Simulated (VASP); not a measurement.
Here is a VASP 6.6.1 calculation.

Contents of INCAR:

```
SYSTEM = Si2B3
PREC = Accurate ; ENCUT = 500
EDIFF = 1E-6 ; ISMEAR = 0
SIGMA = 0.2 ; LREAL = .FALSE.
LASPH = .TRUE. ; NELM = 120
ALGO = Normal ; ISIF = 2
LWAVE = .FALSE. ; LCHARG = .FALSE.
GGA = PE ; NBANDS = 28
GGA_COMPAT = .FALSE.
```

Contents of KPOINTS:

```
Automatic mesh
0
G
  3 3 4
  0 0 0
```

File POSCAR:

```
Si2B3
1.0
    6.4137437199      0.0000000033      0.0000000000
   -3.2068718628      5.5544649931      0.0000000000
    0.0000000000      0.0000000000      3.2706007288
Si B
4 6
Direct
    0.5302627104      0.4697372896      0.0000000000
    0.5302627104      1.0605254207      0.0000000000
   -0.0605254207      0.4697372896      0.0000000000
    0.3333333333      0.6666666667      0.5000000000
    0.1561326160      0.8438673840      0.2529479358
    0.1561326160      0.3122652321      0.2529479358
    0.6877347679      0.8438673840      0.2529479358
    0.1561326160      0.8438673840      0.7470520642
    0.1561326160      0.3122652321      0.7470520642
    0.6877347679      0.8438673840      0.7470520642
```

Potentials or basis: VASP PAW PBE potentials, release 64 (Si, B).

Run with:

```bash
$ cat potpaw_PBE.64/Si/POTCAR potpaw_PBE.64/B/POTCAR > POTCAR
$ mpirun -np 1 vasp_std > vasp.out
```

(1) Estimate the largest force.

(2) Predict the band gap on the k mesh.

(3) What does it give for the pressure?

## Answers

(1) 0.057 eV/Å.

(2) zero (bands 17 and 18 overlap by 2.13 eV).

(3) 0.5 GPa.

Caveat: the k points lie up to 0.48 Å⁻¹ apart, too coarse for converged energies and pressures of a metal.
